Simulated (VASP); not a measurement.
# MgS (P6_3mc) in VASP: settings compared, part 3 of 3

VASP 6.6.1.

## (5) Single point, r2SCAN

The input, POSCAR:

```
MgS
1.0
    4.0286256320      0.0000000000      0.0000000000
   -2.0143128160      3.4888921397      0.0000000000
    0.0000000000      0.0000000000      6.4543927776
Mg S
2 2
Direct
    0.3333333333      0.6666666667     -0.0028727191
    0.6666666667      0.3333333333      0.4971272809
    0.3333333333      0.6666666667      0.3778727191
    0.6666666667      0.3333333333      0.8778727191
```

The input, INCAR.step1:

```
  PREC = Accurate
  ENCUT = 520
  ISMEAR = 0
  SIGMA = 0.01
  LREAL = False
  LASPH = True
  NELM = 100
  NBANDS = 16
  GGA = PE
  ALGO = Normal
  EDIFF = 1E-4
  LWAVE = True
  LCHARG = False
```

The input, INCAR.step2:

```
  PREC = Accurate
  ENCUT = 520
  EDIFF = 1E-7
  ISMEAR = 0
  SIGMA = 0.01
  LREAL = False
  LASPH = True
  NELM = 100
  ALGO = Normal
  ISIF = 2
  LWAVE = False
  LCHARG = False
  METAGGA = R2SCAN
  LMIXTAU = True
  NBANDS = 16
  ISTART = 1
```

The input, KPOINTS:

```
regular mesh
0
Gamma
  6 6 4
```

Potentials or basis: VASP PAW PBE potentials, release 64 (Mg, S).

The run is started by

```console
$ cat potpaw_PBE.64/Mg/POTCAR potpaw_PBE.64/S/POTCAR > POTCAR
$ cp INCAR.step1 INCAR
$ mpirun -np 1 vasp_std > vasp.out
$ cp INCAR.step2 INCAR
$ mpirun -np 1 vasp_std > vasp.out
```

OUTCAR:

```text
PREC = Accurate
   ENCUT = 520
   EDIFF = 1E-7
   ISMEAR = 0
   LREAL = False
   LASPH = True
   NELM = 100
   ISIF = 2
   METAGGA = R2SCAN
   ISTART = 1

 ion  position               nearest neighbor table
   1  0.333  0.667  0.997-   4 2.45   4 2.45   4 2.45   3 2.46
   2  0.667  0.333  0.497-   3 2.45   3 2.45   3 2.45   4 2.46
   3  0.333  0.667  0.378-   2 2.45   2 2.45   2 2.45   1 2.46
   4  0.667  0.333  0.878-   1 2.45   1 2.45   1 2.45   2 2.46

  LATTYP: Found a hexagonal cell.
 ALAT       =     4.0286256320
 C/A-ratio  =     1.6021326793

  Lattice vectors:

 A1 = (   4.0286256320,   0.0000000000,   0.0000000000)
 A2 = (  -2.0143128160,   3.4888921397,   0.0000000000)
 A3 = (   0.0000000000,   0.0000000000,   6.4543927776)

Analysis of symmetry for initial positions (statically):
=====================================================================
 Subroutine PRICEL returns:
 Original cell was already a primitive cell.

 Routine SETGRP: Setting up the symmetry group for a
 hexagonal supercell.

 Subroutine GETGRP returns: Found 12 space group operations
 (whereof  6 operations were pure point group operations)
 out of a pool of 24 trial point group operations.

The static configuration has the point symmetry C_3v.
 The point group associated with its full space group is C_6v.

Analysis of symmetry for dynamics (positions and initial velocities):
=====================================================================
 Subroutine PRICEL returns:
 Original cell was already a primitive cell.

 Routine SETGRP: Setting up the symmetry group for a
 hexagonal supercell.

 Subroutine GETGRP returns: Found 12 space group operations
 (whereof  6 operations were pure point group operations)
 out of a pool of 24 trial point group operations.

The dynamic configuration has the point symmetry C_3v.
 The point group associated with its full space group is C_6v.

 Subroutine INISYM returns: Found 12 space group operations
 (whereof  6 operations are pure point group operations),
 and found     1 'primitive' translations

----------------------------------------------------------------------------------------

                                     Primitive cell

  volume of cell :      90.7193

  direct lattice vectors                    reciprocal lattice vectors
     4.028625632  0.000000000  0.000000000     0.248223611  0.143311968  0.000000000
    -2.014312816  3.488892140  0.000000000     0.000000000  0.286623937  0.000000000
     0.000000000  0.000000000  6.454392778     0.000000000  0.000000000  0.154933242

  length of vectors
     4.028625632  4.028625632  6.454392778     0.286623937  0.286623937  0.154933242

  position of ions in fractional coordinates (direct lattice)
     0.333333333  0.666666667  0.997127281
     0.666666667  0.333333333  0.497127281
     0.333333333  0.666666667  0.377872719
     0.666666667  0.333333333  0.877872719

  ion indices of the primitive-cell ions
   primitive index   ion index
                 1           1
                 2           2
                 3           3
                 4           4

[... 27 lines left out ...]
            Coordinates               Weight
  0.000000  0.000000  0.000000      1.000000
  0.166667  0.000000  0.000000      6.000000
  0.333333  0.000000  0.000000      6.000000
  0.500000  0.000000  0.000000      3.000000
  0.166667  0.166667  0.000000      6.000000
  0.333333  0.166667  0.000000     12.000000
[... 13 lines left out ...]
  0.333333  0.166667  0.500000     12.000000
  0.333333  0.333333  0.500000      2.000000
   k-points           NKPTS =     21   k-points in BZ     NKDIM =     21   number of bands    NBANDS=     16
   number of dos      NEDOS =    301   number of ions     NIONS =      4
   total plane-waves  NPLWV =  43200
   dimension x,y,z NGX =    30 NGY =   30 NGZ =   48
   dimension x,y,z NGXF=    60 NGYF=   60 NGZF=   96
   ions per type =               2   2
   NGX,Y,Z   is equivalent  to a cutoff of  12.38, 12.38, 12.36 a.u.
   NGXF,Y,Z  is equivalent  to a cutoff of  24.76, 24.76, 24.73 a.u.
 SYSTEM =  unknown system
   PREC   = accura    normal or accurate (medium, high low for compatibility)
   ISTART =      1    job   : 0-new  1-cont  2-samecut
   ICHARG =      0    charge: 1-file 2-atom 10-const
   ISPIN  =      1    spin polarized calculation?
   LNONCOLLINEAR =      F non collinear calculations
   LSORBIT =      F    spin-orbit coupling
   LASPH  =      T    aspherical Exc in radial PAW
   ENCUT  =  520.0 eV  38.22 Ry    6.18 a.u.   7.49  7.49 12.00*2*pi/ulx,y,z
   NELM   =    100;   NELMIN=  2; NELMDL=  0     # of ELM steps
   EDIFF  = 0.1E-06   stopping-criterion for ELM
   LREAL  =      F    real-space projection
   EDIFFG = 0.1E-05   stopping-criterion for IOM
   NSW    =      0    number of steps for IOM
   IBRION =     -1    ionic relax: 0-MD 1-quasi-New 2-CG
   NFREE  =      0    steps in history (QN), initial steepest desc. (CG)
   ISIF   =      2    stress and relaxation
   ISYM   =      2    0-nonsym 1-usesym 2-fastsym
   POTIM  = 0.5000    time-step for ionic-motion
   TEBEG  =    0.0;   TEEND  =   0.0 temperature during run
   PSTRESS=    0.0 pullay stress
   NELECT =      16.0000    total number of electrons
   NUPDOWN=      -1.0000    fix difference up-down
   EMIN   =  10.00;   EMAX   =-10.00  energy-range for DOS
   EFERMI =   0.00;   METHOD = LEGACY
   ISMEAR =     0;   SIGMA  =   0.01  broadening in eV -4-tet -1-fermi 0-gaus
   EFERMI_NEDOS =   21; number of points for ismear=-14 and -15
   IALGO  =     38    algorithm
   IMIX   =      4    mixing-type and parameters
     AMIX     =   0.40;   BMIX     =  1.00
     AMIX_MAG =   1.60;   BMIX_MAG =  1.00
  volume/ion in A,a.u.               =      22.68       153.05
  Fermi-wavevector in a.u.,A,eV,Ry     =   0.918082  1.734924 11.468008  0.842875
  Thomas-Fermi vector in A             =   2.043124
   LORBIT       =      0    0 simple, 1 ext, 2 COOP (PROOUT), +10 PAW based schemes
   METAGGA = R2SCAN    functional components
   LHFCALC =     F    Hartree Fock is set to
   AEXX    =    0.0000 exact exchange contribution
   IVDW    =     0    specifies the selected vdW correction
   LEPSILON=     F    determine dielectric tensor
   LRPA    =     F    only Hartree local field effects (RPA)
 non-spin polarized calculation
 Gauss-broadening in eV      SIGMA  =   0.01
  energy-cutoff  :      520.00
  volume of cell :       90.72
 maximum number of plane-waves:      2463
 NGX is ok and might be reduce to    30
   NGX = 15   NGY = 15   NGZ = 25

 number of electron      16.0000003 magnetization

 Free energy of the ion-electron system (eV)
  ---------------------------------------------------
  ext. energy  EPLUGINS =         0.00000000
  ---------------------------------------------------
  free energy    TOTEN  =       -30.93579871 eV

  energy without entropy =      -30.93579871  energy(sigma->0) =      -30.93579871

 E-fermi :   0.9567     XC(G=0):  -8.7703

 val. band max:        0.8695394066   @ k =   0.0000   0.0000   0.0000
 cond. band min:       5.0042463371   @ k =   0.0000   0.0000   0.0000
 fundamental gap:      4.1347069305
 Fermi energy:         0.9566835073

 k-point     1 :       0.0000    0.0000    0.0000
  band No.  band energies     occupation
      1     -10.9804      2.00000
      2     -10.2420      2.00000
      3      -2.3597      2.00000
      4       0.3350      2.00000
      5       0.3350      2.00000
      6       0.7522      2.00000
[... 376 lines left out ...]
      3      -1.8866      2.00000
      4      -1.8866      2.00000
      5      -1.1215      2.00000
      6      -1.1215      2.00000
[... 8 lines left out ...]
     15      10.8294      0.00000
     16      10.8294      0.00000

------------------------ aborting loop because EDIFF is reached ----------------------------------------

  FORCE on cell =-STRESS in cart. coord.  units (eV):
  Direction    XX          YY          ZZ          XY          YZ          ZX
  --------------------------------------------------------------------------------------
  -------------------------------------------------------------------------------------
  Total       -0.1619296     -0.1619296     -0.1488580      0.0000000      0.0000000      0.0000000
  in kB       -2.8598083     -2.8598083     -2.6289542      0.0000000      0.0000000      0.0000000
  external PRESSURE =      -2.7828569 kB  Pullay stress =       0.0000000 kB

 VOLUME and BASIS-vectors are now :
 -----------------------------------------------------------------------------
  energy-cutoff  :      520.00
  volume of cell :       90.72
      direct lattice vectors                 reciprocal lattice vectors
     4.028625632  0.000000000  0.000000000     0.248223611  0.143311968  0.000000000
    -2.014312816  3.488892140  0.000000000     0.000000000  0.286623937  0.000000000
     0.000000000  0.000000000  6.454392778     0.000000000  0.000000000  0.154933242

 POSITION                                       TOTAL-FORCE (eV/Angst)
 -----------------------------------------------------------------------------------
     -0.00000      2.32593      6.43585         0.000000      0.000000      0.002732
      2.01431      1.16296      3.20865        -0.000000      0.000000      0.002732
     -0.00000      2.32593      2.43894         0.000000      0.000000     -0.002732
      2.01431      1.16296      5.66614         0.000000     -0.000000     -0.002732
 -----------------------------------------------------------------------------------
    total drift:                               -0.000000      0.000000      0.011321

  FREE ENERGIE OF THE ION-ELECTRON SYSTEM (eV)
  ---------------------------------------------------
  free  energy   TOTEN  =       -30.9357987067 eV

  energy  without entropy=      -30.9357987067  energy(sigma->0) =      -30.93579871
```

Run time: 2 min. Hardware: 1 thread of Intel Xeon Platinum 8375C at 2.90GHz (Ice Lake), shared host; peak memory 0.21 GiB.

What came out:

- Free energy: -30.9358 eV
- Pressure: -0.3 GPa
- Band gap on the k mesh: 4.13 eV

Forces on the atoms (eV/Å):
```
Mg   0.000  0.000  0.003
Mg   0.000  0.000  0.003
S    0.000  0.000 -0.003
S    0.000  0.000 -0.003
```

Levels at points of the mesh, in eV from the valence-band top:
```tsv
k point	band 5	band 6	band 7	band 8	band 9	band 10	band 11	band 12
(0.00, 0.00, 0.00)	-0.53	-0.12	-0.12	0.00	4.13	5.41	8.14	8.14
(0.50, 0.00, 0.00)	-1.87	-1.22	-0.92	-0.44	5.30	5.70	6.46	8.09
(0.00, 0.00, 0.50)	-0.33	-0.33	-0.33	-0.33	5.61	5.61	8.28	8.28
(0.50, 0.00, 0.50)	-0.86	-0.86	-0.80	-0.80	5.19	5.19	6.93	6.93
```

Caveat: the PAW data sets were made with another functional, which shifts forces and pressure a little.

## (6) Single point, HSE06

POSCAR is that of step 5.

The input, INCAR.step1:

```
SYSTEM = MgS
  PREC = Accurate
  ENCUT = 520
  EDIFF = 1E-5
  ISMEAR = 0
  SIGMA = 0.01
  LREAL = .False.
  LASPH = .True.
  NELM = 60
  ALGO = Normal
  ISIF = 2
  LWAVE = .True.
  NBANDS = 16
  GGA = PE
```

The input, INCAR.step2:

```
SYSTEM = MgS
  PREC = Accurate
  ENCUT = 520
  EDIFF = 1E-7
  ISMEAR = 0
  SIGMA = 0.01
  LREAL = .False.
  LASPH = .True.
  NELM = 60
  ALGO = Normal
  ISIF = 2
  LWAVE = .False.
  LCHARG = .True.
  GGA = PE
  LHFCALC = .True.
  HFSCREEN = 0.2079
  PRECFOCK = Normal
  LELF = .True.
  LVHAR = .True.
  NBANDS = 16
  ISTART = 1
```

The input, KPOINTS:

```
Automatic mesh
0
Gamma
  6 6 2
  0 0 0
```

Potentials or basis: VASP PAW PBE potentials, release 64 (Mg, S).

The run is started by

```console
$ cat potpaw_PBE.64/Mg/POTCAR potpaw_PBE.64/S/POTCAR > POTCAR
$ cp INCAR.step1 INCAR
$ mpirun -np 1 vasp_std > vasp.out
$ cp INCAR.step2 INCAR
$ mpirun -np 1 vasp_std > vasp.out
```

Wall time 20 min (1 thread of Intel Xeon Platinum 8375C at 2.90GHz (Ice Lake), shared host); peak memory 0.33 GiB.

It converged, with:

```
Free energy            : -19.7298 eV
Pressure               : -0.2 GPa
Band gap on the k mesh : 4.52 eV
```

Levels at points of the mesh, in eV from the valence-band top:
```csv
k point,band 4,band 5,band 6,band 7,band 8,band 9,band 10,band 11,band 12,band 13
"(0.00, 0.00, 0.00)",-0.57,-0.57,-0.12,-0.12,0.00,4.52,5.83,8.73,8.73,9.44
"(0.50, 0.00, 0.00)",-2.61,-2.01,-1.30,-0.97,-0.47,5.81,6.26,6.95,8.70,9.57
"(0.00, 0.00, 0.50)",-2.03,-0.35,-0.35,-0.35,-0.35,6.05,6.05,8.84,8.84,8.88
"(0.50, 0.00, 0.50)",-3.33,-0.92,-0.92,-0.86,-0.86,5.70,5.70,7.45,7.45,10.53
```

Caveat: the k points lie up to 0.49 Å⁻¹ apart; the PAW data sets were made with another functional, which shifts forces and pressure a little.

## (7) Summary

| level | potentials or basis | k mesh | grid for exact exchange (PRECFOCK) | share of exact exchange | screening parameter | gap on the mesh (eV) | pressure (GPa) |
| --- | --- | --- | --- | --- | --- | --- | --- |
| PBE | VASP PAW PBE potentials, release 64 (Mg, S) | 6 × 6 × 4 | - | - | - | 3.47 | 0.9 |
| LDA | VASP PAW LDA potentials, release 64 (Mg, S) | 6 × 6 × 4 | - | - | - | 3.19 | -2.4 |
| r2SCAN | VASP PAW PBE potentials, release 64 (Mg, S) | 6 × 6 × 4 | - | - | - | 4.13 | -0.3 |
| HSE06 | VASP PAW PBE potentials, release 64 (Mg, S) | 6 × 6 × 2 | Normal | 0.25 | 0.2079 1/Å | 4.52 | -0.2 |

Alike in all rows: task single point; no spin polarisation; cell as given; cutoff (eV) 520; smearing gaussian 0.01 eV.

Caveats: some runs use coarse meshes; the PAW data sets were made with another functional, which shifts forces and pressure a little (at least some runs).

Absolute energies hang on the potentials; compare differences alone.
